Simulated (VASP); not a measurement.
A run of VASP 6.6.1 is set up as follows.

Contents of INCAR:

```
PREC = Accurate ; ENCUT = 520
EDIFF = 1E-7 ; ISMEAR = -1
SIGMA = 0.05 ; LREAL = F
LASPH = T ; NELM = 150
ALGO = Normal ; ISIF = 2
LWAVE = F ; LCHARG = F
ISPIN = 2 ; MAGMOM = 1.988
LORBIT = 11 ; LMAXMIX = 4
NBANDS = 14
```

File KPOINTS:

```
Automatic mesh
0
Gamma
  8 8 8
```

Contents of POSCAR:

```
Fe
1.0
   -1.3745984210      1.3745984210      1.3745984210
    1.3745984210     -1.3745984210      1.3745984210
    1.3745984210      1.3745984210     -1.3745984210
Fe
1
Direct
    0.0000000000      0.0000000000      0.0000000000
```

Potentials or basis: VASP PAW LDA potentials, release 64 (Fe).

Launch:

```console
$ cat potpaw_LDA.64/Fe/POTCAR > POTCAR
$ mpirun -np 1 vasp_std > vasp.out
```

Predict the pressure.

-0.8 GPa.

Estimate the site moments.

Fe +1.89 μB.

Predict the net moment.

1.92 μB per cell.

Caveat: the k points lie up to 0.40 Å⁻¹ apart.
